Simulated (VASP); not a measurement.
Write the native input for VASP 6.6.1 that does the following.

```
Task                   : single point
Functional             : PBE
Potentials or basis    : VASP PAW PBE potentials, release 64 (Ca_sv, O)
Cutoff                 : 520 eV
k mesh                 : 8 × 8 × 8
Occupations            : gaussian, width 0.05 eV
Spin                   : no spin polarisation
Dipole correction      : no
Further INCAR settings : ALGO = Normal; EDIFF = 1e-07; NBANDS = 15
```

The structure of CaO lies in POSCAR:

```
CaO
1.0
    0.0000000000      2.4490000000      2.4490000000
    2.4490000000      0.0000000000      2.4490000000
    2.4490000000      2.4490000000      0.0000000000
Ca O
1 1
Direct
   -0.0893221723      0.0893221723      0.0893221723
    0.5000000000      0.5000000000      0.5000000000
```

This cell differs from its parent crystal: all Ca atoms moved +0.438 Å, as atom 1 along Cartesian [1 0 0].

One way to write it, as run:

INCAR

```
PREC = Accurate ; ENCUT = 520
EDIFF = 1E-7 ; ISMEAR = 0
SIGMA = 0.05 ; LREAL = F
LASPH = T ; NELM = 80
ALGO = Normal ; ISIF = 2
LWAVE = F ; LCHARG = T
GGA = PE ; LELF = T
LVHAR = T ; NBANDS = 15
```

KPOINTS

```
Automatic mesh
0
Gamma
  8 8 8
```

Potentials or basis: VASP PAW PBE potentials, release 64 (Ca_sv, O).

The run is started by

```bash
$ cat potpaw_PBE.64/Ca_sv/POTCAR potpaw_PBE.64/O/POTCAR > POTCAR
$ mpirun -np 1 vasp_std > vasp.out
```

Results of the run:

```yaml
Pressure: 5.0 GPa
Largest_force: 2.530 eV/Å
Band_gap_on_the_k_mesh: 4.03 eV, indirect (least direct gap 4.21 eV)
```

Caveat: the cell differs from its parent crystal (all Ca atoms moved +0.438 Å, as atom 1 along Cartesian [1 0 0]); forces of over 1 eV/Å act on the atoms, so gaps and moduli don't describe the material at rest.

Wall time 14 s on 1 thread of AMD EPYC 9R45 96-Core Processor (Zen 5) (shared host), peak memory 0.14 GiB.
